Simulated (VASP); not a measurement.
# BN (Pm-3n) in VASP: notebook

BN is run at these levels: PBE; tasks: single point, relaxation of cell and atoms.

Everything below comes from runs of VASP 6.6.1. Logs are shortened: lines on timing, memory, paths and dates and some standing lists are left out, and cuts for length are marked.

## 1. The cell of the first run

It takes space group Pm-3n (No. 223, cubic). Conventional cell: a = 4.186 Å, b = 4.186 Å, c = 4.186 Å, α = 90.00°, β = 90.00°, γ = 90.00°. B (site symmetry -4m2) has 4 N at 1.48 Å within 2.0 Å. N (site symmetry -4m2) has 4 B at 1.48 Å within 2.0 Å.

The cell was built from a structure type or drawn by symmetry, and may not be a known phase.

## 2. Single point, PBE

INCAR

```
SYSTEM = BN
ALGO = Normal ; EDIFF = 1E-6
ENCUT = 520 ; GGA = PE
ISIF = 2 ; ISMEAR = 0
LASPH = .True. ; LCHARG = .False.
LREAL = .False. ; LWAVE = .False.
NBANDS = 36 ; NELM = 80
PREC = Accurate ; SIGMA = 0.1
```

KPOINTS

```
k-points
0
Gamma
  4 4 4
  0 0 0
```

POSCAR

```
BN
1.0
    4.1860721400      0.0000000000      0.0000000000
    0.0000000000      4.1860721400      0.0000000000
    0.0000000000      0.0000000000      4.1860721400
B N
6 6
Direct
    0.5000000000      0.0000000000      0.7500000000
    0.7500000000      0.5000000000      0.0000000000
    0.0000000000      0.7500000000      0.5000000000
    0.5000000000      0.0000000000      0.2500000000
    0.2500000000      0.5000000000      0.0000000000
    0.0000000000      0.2500000000      0.5000000000
    0.0000000000      0.5000000000      0.7500000000
    0.7500000000      0.0000000000      0.5000000000
    0.5000000000      0.7500000000      0.0000000000
    0.0000000000      0.5000000000      0.2500000000
    0.2500000000      0.0000000000      0.5000000000
    0.5000000000      0.2500000000      0.0000000000
```

Potentials or basis: VASP PAW PBE potentials, release 64 (B, N).

Started as:

```sh
$ cat potpaw_PBE.64/B/POTCAR potpaw_PBE.64/N/POTCAR > POTCAR
$ mpirun -np 1 vasp_std > vasp.out
```

OUTCAR:

```text
SYSTEM = BN
   EDIFF = 1E-6
   ENCUT = 520
   GGA = PE
   ISIF = 2
   ISMEAR = 0
   LASPH = .True.
   LREAL = .False.
   NELM = 80
   PREC = Accurate

 ion  position               nearest neighbor table
   1  0.500  0.000  0.750-   8 1.48   9 1.48  11 1.48  12 1.48   4 2.09   4 2.09
   2  0.750  0.500  0.000-   7 1.48   9 1.48  10 1.48  12 1.48   5 2.09   5 2.09
   3  0.000  0.750  0.500-   7 1.48   8 1.48  10 1.48  11 1.48   6 2.09   6 2.09
   4  0.500  0.000  0.250-   8 1.48   9 1.48  11 1.48  12 1.48   1 2.09   1 2.09
   5  0.250  0.500  0.000-   7 1.48   9 1.48  10 1.48  12 1.48   2 2.09   2 2.09
   6  0.000  0.250  0.500-   7 1.48   8 1.48  10 1.48  11 1.48   3 2.09   3 2.09
   7  0.000  0.500  0.750-   2 1.48   3 1.48   5 1.48   6 1.48
   8  0.750  0.000  0.500-   1 1.48   3 1.48   4 1.48   6 1.48
   9  0.500  0.750  0.000-   1 1.48   2 1.48   4 1.48   5 1.48
  10  0.000  0.500  0.250-   2 1.48   3 1.48   5 1.48   6 1.48
  11  0.250  0.000  0.500-   1 1.48   3 1.48   4 1.48   6 1.48
  12  0.500  0.250  0.000-   1 1.48   2 1.48   4 1.48   5 1.48

  LATTYP: Found a simple cubic cell.
 ALAT       =     4.1860721400

  Lattice vectors:

 A1 = (   4.1860721400,   0.0000000000,   0.0000000000)
 A2 = (   0.0000000000,   4.1860721400,   0.0000000000)
 A3 = (   0.0000000000,   0.0000000000,   4.1860721400)

Analysis of symmetry for initial positions (statically):
=====================================================================
 Subroutine PRICEL returns:
 Original cell was already a primitive cell.

 Routine SETGRP: Setting up the symmetry group for a
 simple cubic supercell.

 Subroutine GETGRP returns: Found 48 space group operations
 (whereof 24 operations were pure point group operations)
 out of a pool of 48 trial point group operations.

The static configuration has the point symmetry T_h .
 The point group associated with its full space group is O_h .

Analysis of symmetry for dynamics (positions and initial velocities):
=====================================================================
 Subroutine PRICEL returns:
 Original cell was already a primitive cell.

 Routine SETGRP: Setting up the symmetry group for a
 simple cubic supercell.

 Subroutine GETGRP returns: Found 48 space group operations
 (whereof 24 operations were pure point group operations)
 out of a pool of 48 trial point group operations.

The dynamic configuration has the point symmetry T_h .
 The point group associated with its full space group is O_h .

 Subroutine INISYM returns: Found 48 space group operations
 (whereof 24 operations are pure point group operations),
 and found     1 'primitive' translations

----------------------------------------------------------------------------------------

                                     Primitive cell

  volume of cell :      73.3534

  direct lattice vectors                    reciprocal lattice vectors
     4.186072140  0.000000000  0.000000000     0.238887426  0.000000000  0.000000000
     0.000000000  4.186072140  0.000000000     0.000000000  0.238887426  0.000000000
     0.000000000  0.000000000  4.186072140     0.000000000  0.000000000  0.238887426

  length of vectors
     4.186072140  4.186072140  4.186072140     0.238887426  0.238887426  0.238887426

  position of ions in fractional coordinates (direct lattice)
     0.500000000  0.000000000  0.750000000
     0.750000000  0.500000000  0.000000000
     0.000000000  0.750000000  0.500000000
     0.500000000  0.000000000  0.250000000
     0.250000000  0.500000000  0.000000000
     0.000000000  0.250000000  0.500000000
     0.000000000  0.500000000  0.750000000
     0.750000000  0.000000000  0.500000000
     0.500000000  0.750000000  0.000000000
     0.000000000  0.500000000  0.250000000
     0.250000000  0.000000000  0.500000000
     0.500000000  0.250000000  0.000000000

  ion indices of the primitive-cell ions
   primitive index   ion index
                 1           1
                 2           2
                 3           3
                 4           4
                 5           5
                 6           6
                 7           7
                 8           8
                 9           9
                10          10
                11          11
                12          12

----------------------------------------------------------------------------------------

 KPOINTS: k-points

Automatic generation of k-mesh.
 Grid dimensions read from file:
 generate k-points for:    4    4    4

 Generating k-lattice:

  Cartesian coordinates                     Fractional coordinates (reciprocal lattice)
     0.059721857  0.000000000  0.000000000     0.250000000  0.000000000  0.000000000
     0.000000000  0.059721857  0.000000000     0.000000000  0.250000000  0.000000000
     0.000000000  0.000000000  0.059721857     0.000000000  0.000000000  0.250000000

  Length of vectors
     0.059721857  0.059721857  0.059721857

  Shift w.r.t. Gamma in fractional coordinates (k-lattice)
     0.000000000  0.000000000  0.000000000

 Subroutine IBZKPT returns following result:
 ===========================================

 Found     10 irreducible k-points:

 Following reciprocal coordinates:
            Coordinates               Weight
  0.000000  0.000000  0.000000      1.000000
  0.250000  0.000000  0.000000      6.000000
  0.500000  0.000000  0.000000      3.000000
  0.250000  0.250000  0.000000     12.000000
  0.500000  0.250000  0.000000     12.000000
  0.500000  0.500000  0.000000      3.000000
  0.250000  0.250000  0.250000      8.000000
  0.500000  0.250000  0.250000     12.000000
  0.500000  0.500000  0.250000      6.000000
  0.500000  0.500000  0.500000      1.000000
   k-points           NKPTS =     10   k-points in BZ     NKDIM =     10   number of bands    NBANDS=     36
   number of dos      NEDOS =    301   number of ions     NIONS =     12
   total plane-waves  NPLWV =  32768
   dimension x,y,z NGX =    32 NGY =   32 NGZ =   32
   dimension x,y,z NGXF=    64 NGYF=   64 NGZF=   64
   ions per type =               6   6
   NGX,Y,Z   is equivalent  to a cutoff of  12.71, 12.71, 12.71 a.u.
   NGXF,Y,Z  is equivalent  to a cutoff of  25.42, 25.42, 25.42 a.u.
 SYSTEM =  BN
   PREC   = accura    normal or accurate (medium, high low for compatibility)
   ISTART =      0    job   : 0-new  1-cont  2-samecut
   ICHARG =      2    charge: 1-file 2-atom 10-const
   ISPIN  =      1    spin polarized calculation?
   LNONCOLLINEAR =      F non collinear calculations
   LSORBIT =      F    spin-orbit coupling
   LASPH  =      T    aspherical Exc in radial PAW
   ENCUT  =  520.0 eV  38.22 Ry    6.18 a.u.   7.78  7.78  7.78*2*pi/ulx,y,z
   NELM   =     80;   NELMIN=  2; NELMDL= -5     # of ELM steps
   EDIFF  = 0.1E-05   stopping-criterion for ELM
   LREAL  =      F    real-space projection
   EDIFFG = 0.1E-04   stopping-criterion for IOM
   NSW    =      0    number of steps for IOM
   IBRION =     -1    ionic relax: 0-MD 1-quasi-New 2-CG
   NFREE  =      0    steps in history (QN), initial steepest desc. (CG)
   ISIF   =      2    stress and relaxation
   ISYM   =      2    0-nonsym 1-usesym 2-fastsym
   POTIM  = 0.5000    time-step for ionic-motion
   TEBEG  =    0.0;   TEEND  =   0.0 temperature during run
   PSTRESS=    0.0 pullay stress
   NELECT =      48.0000    total number of electrons
   NUPDOWN=      -1.0000    fix difference up-down
   EMIN   =  10.00;   EMAX   =-10.00  energy-range for DOS
   EFERMI =   0.00;   METHOD = LEGACY
   ISMEAR =     0;   SIGMA  =   0.10  broadening in eV -4-tet -1-fermi 0-gaus
   EFERMI_NEDOS =   21; number of points for ismear=-14 and -15
   IALGO  =     38    algorithm
   IMIX   =      4    mixing-type and parameters
     AMIX     =   0.40;   BMIX     =  1.00
     AMIX_MAG =   1.60;   BMIX_MAG =  1.00
  volume/ion in A,a.u.               =       6.11        41.25
  Fermi-wavevector in a.u.,A,eV,Ry     =   1.421287  2.685844 27.484551  2.020058
  Thomas-Fermi vector in A             =   2.542113
   LORBIT       =      0    0 simple, 1 ext, 2 COOP (PROOUT), +10 PAW based schemes
   GGA     = PE    functional components
   LHFCALC =     F    Hartree Fock is set to
   AEXX    =    0.0000 exact exchange contribution
   IVDW    =     0    specifies the selected vdW correction
   LEPSILON=     F    determine dielectric tensor
   LRPA    =     F    only Hartree local field effects (RPA)
 non-spin polarized calculation
 Gauss-broadening in eV      SIGMA  =   0.10
  energy-cutoff  :      520.00
  volume of cell :       73.35
 maximum number of plane-waves:      2000
 NGX is ok and might be reduce to    32
   NGX = 15   NGY = 15   NGZ = 15

 number of electron      47.9999985 magnetization

 Free energy of the ion-electron system (eV)
  ---------------------------------------------------
  ext. energy  EPLUGINS =         0.00000000
  ---------------------------------------------------
  free energy    TOTEN  =       -98.80534356 eV

  energy without entropy =      -98.80534356  energy(sigma->0) =      -98.80534356

 E-fermi :   7.8538     XC(G=0): -12.0475

 val. band max:        7.3792738577   @ k =   0.0000   0.0000   0.0000
 cond. band min:      12.0319886502   @ k =   0.5000   0.0000   0.0000
 fundamental gap:      4.6527147926
 Fermi energy:         7.8537620292

 k-point     1 :       0.0000    0.0000    0.0000
  band No.  band energies     occupation
      1     -14.1749      2.00000
      2     -11.1680      2.00000
      3     -11.1680      2.00000
      4      -7.8368      2.00000
      5      -7.8368      2.00000
      6      -7.8368      2.00000
[... 28 lines left out ...]
     35      20.1026      0.00000
     36      20.3305      0.00000

 k-point     2 :       0.2500    0.0000    0.0000
  band No.  band energies     occupation
      1     -13.8492      2.00000
      2     -11.7747      2.00000
      3     -10.8754      2.00000
      4      -8.7874      2.00000
      5      -7.7309      2.00000
      6      -7.7309      2.00000
[... 28 lines left out ...]
     35      20.3347      0.00000
     36      20.8712      0.00000

 k-point     3 :       0.5000    0.0000    0.0000
  band No.  band energies     occupation
      1     -12.9423      2.00000
      2     -12.9423      2.00000
      3     -10.0355      2.00000
      4     -10.0355      2.00000
      5      -7.6152      2.00000
      6      -7.6152      2.00000
[... 28 lines left out ...]
     35      20.8636      0.00000
     36      20.8648      0.00000

 k-point     4 :       0.2500    0.2500    0.0000
  band No.  band energies     occupation
      1     -13.5312      2.00000
      2     -11.7639      2.00000
      3     -11.0863      2.00000
      4      -9.0218      2.00000
      5      -8.7272      2.00000
      6      -7.6356      2.00000
[... 28 lines left out ...]
     35      19.9433      0.00000
     36      20.6419      0.00000

 k-point     5 :       0.5000    0.2500    0.0000
  band No.  band energies     occupation
      1     -12.7260      2.00000
      2     -12.6013      2.00000
      3     -10.4768      2.00000
      4     -10.2376      2.00000
      5      -8.8204      2.00000
      6      -7.5329      2.00000
[... 109 lines left out ...]
 k-point     8 :       0.5000    0.2500    0.2500
  band No.  band energies     occupation
      1     -12.3751      2.00000
      2     -12.3751      2.00000
      3     -10.4985      2.00000
      4     -10.4985      2.00000
      5      -8.9836      2.00000
      6      -8.9836      2.00000
[... 28 lines left out ...]
     35      19.9146      0.00000
     36      19.9217      0.00000

 k-point     9 :       0.5000    0.5000    0.2500
  band No.  band energies     occupation
      1     -12.0229      2.00000
      2     -11.6613      2.00000
      3     -10.9397      2.00000
      4     -10.9397      2.00000
      5      -9.8658      2.00000
      6      -9.0577      2.00000
[... 28 lines left out ...]
     35      19.5763      0.00000
     36      19.7521      0.00000

 k-point    10 :       0.5000    0.5000    0.5000
  band No.  band energies     occupation
      1     -10.8788      2.00000
      2     -10.8788      2.00000
      3     -10.8788      2.00000
      4     -10.8788      2.00000
      5     -10.8788      2.00000
      6     -10.8788      2.00000
[... 28 lines left out ...]
     35      17.7714      0.00000
     36      17.7714      0.00000

------------------------ aborting loop because EDIFF is reached ----------------------------------------

  FORCE on cell =-STRESS in cart. coord.  units (eV):
  Direction    XX          YY          ZZ          XY          YZ          ZX
  --------------------------------------------------------------------------------------
  -------------------------------------------------------------------------------------
  Total       32.7970405     32.7970405     32.7970405      0.0000000     -0.0000000     -0.0000000
  in kB      716.3497488    716.3497488    716.3497488      0.0000000     -0.0000000     -0.0000000
  external PRESSURE =     716.3497488 kB  Pullay stress =       0.0000000 kB

 VOLUME and BASIS-vectors are now :
 -----------------------------------------------------------------------------
  energy-cutoff  :      520.00
  volume of cell :       73.35
      direct lattice vectors                 reciprocal lattice vectors
     4.186072140  0.000000000  0.000000000     0.238887426  0.000000000  0.000000000
     0.000000000  4.186072140  0.000000000     0.000000000  0.238887426  0.000000000
     0.000000000  0.000000000  4.186072140     0.000000000  0.000000000  0.238887426

 POSITION                                       TOTAL-FORCE (eV/Angst)
 -----------------------------------------------------------------------------------
      2.09304      0.00000      3.13955         0.000000      0.000000     -0.000000
      3.13955      2.09304      0.00000         0.000000      0.000000      0.000000
      0.00000      3.13955      2.09304        -0.000000      0.000000     -0.000000
      2.09304      0.00000      1.04652         0.000000     -0.000000      0.000000
      1.04652      2.09304      0.00000        -0.000000      0.000000     -0.000000
      0.00000      1.04652      2.09304         0.000000      0.000000      0.000000
      0.00000      2.09304      3.13955         0.000000      0.000000     -0.000000
      3.13955      0.00000      2.09304        -0.000000     -0.000000     -0.000000
      2.09304      3.13955      0.00000         0.000000     -0.000000      0.000000
      0.00000      2.09304      1.04652         0.000000     -0.000000      0.000000
      1.04652      0.00000      2.09304         0.000000      0.000000      0.000000
      2.09304      1.04652      0.00000        -0.000000      0.000000     -0.000000
 -----------------------------------------------------------------------------------
    total drift:                                0.000000     -0.000000     -0.000000

  FREE ENERGIE OF THE ION-ELECTRON SYSTEM (eV)
  ---------------------------------------------------
  free  energy   TOTEN  =       -98.8053435607 eV

  energy  without entropy=      -98.8053435607  energy(sigma->0) =      -98.80534356
```

Run time: 20 s. Hardware: 1 thread of Intel Xeon Platinum 8175M at 2.50GHz (Skylake/Cascade Lake), shared host; peak memory 0.17 GiB.

The run converged, but its numbers aren't listed here, since they failed a check.

Caveat: the cell stands under pressure.

## 3. Single point, PBE

This run uses another cell than the first one, of 7.29 Å³/atom.

INCAR

```
PREC = Accurate
ENCUT = 520
EDIFF = 1E-6
ISMEAR = 0
SIGMA = 0.02
LREAL = False
LASPH = True
NELM = 80
ALGO = Normal
ISIF = 2
LWAVE = False
LCHARG = False
GGA = PE
NBANDS = 36
```

KPOINTS

```
Automatic mesh
0
Gamma
  6 6 6
```

Edit POSCAR of step 2 so:

```diff
@@ -2,5 +2,5 @@
 1.0
-    4.1860721400      0.0000000000      0.0000000000
-    0.0000000000      4.1860721400      0.0000000000
-    0.0000000000      0.0000000000      4.1860721400
+    4.4401860102      0.0000000000      0.0000000000
+    0.0000000000      4.4401860102      0.0000000000
+    0.0000000000      0.0000000000      4.4401860102
 B N
```

Potentials or basis: VASP PAW PBE potentials, release 64 (B, N).

Started as:

```sh
$ cat potpaw_PBE.64/B/POTCAR potpaw_PBE.64/N/POTCAR > POTCAR
$ mpirun -np 1 vasp_std > vasp.out
```

Run time: 58 s. Hardware: 1 thread of Intel Xeon Platinum 8175M at 2.50GHz (Skylake/Cascade Lake), shared host; peak memory 0.21 GiB.

Results (log left out):

- Free energy: -101.6073 eV
- Pressure: 0.2 GPa
- Band gap on the k mesh: 4.62 eV (least direct gap 4.97 eV)

Levels at points of the mesh, in eV from the valence-band top:
| k point | band 20 | band 21 | band 22 | band 23 | band 24 | band 25 | band 26 | band 27 | band 28 | band 29 |
| --- | --- | --- | --- | --- | --- | --- | --- | --- | --- | --- |
| (0.00, 0.00, 0.00) | -3.10 | -3.10 | 0.00 | 0.00 | 0.00 | 6.23 | 6.38 | 6.38 | 6.38 | 6.62 |
| (0.50, 0.00, 0.00) | -3.90 | -1.57 | -1.57 | -0.60 | -0.60 | 4.62 | 4.62 | 7.67 | 7.67 | 8.37 |
| (0.50, 0.50, 0.00) | -2.87 | -2.16 | -2.16 | -1.50 | -0.68 | 6.63 | 6.63 | 7.06 | 7.06 | 7.50 |
| (0.50, 0.50, 0.50) | -4.31 | -3.07 | -3.07 | -3.07 | -3.07 | 8.21 | 8.21 | 8.21 | 8.21 | 8.21 |

(Part 1 of 2 ends here.)
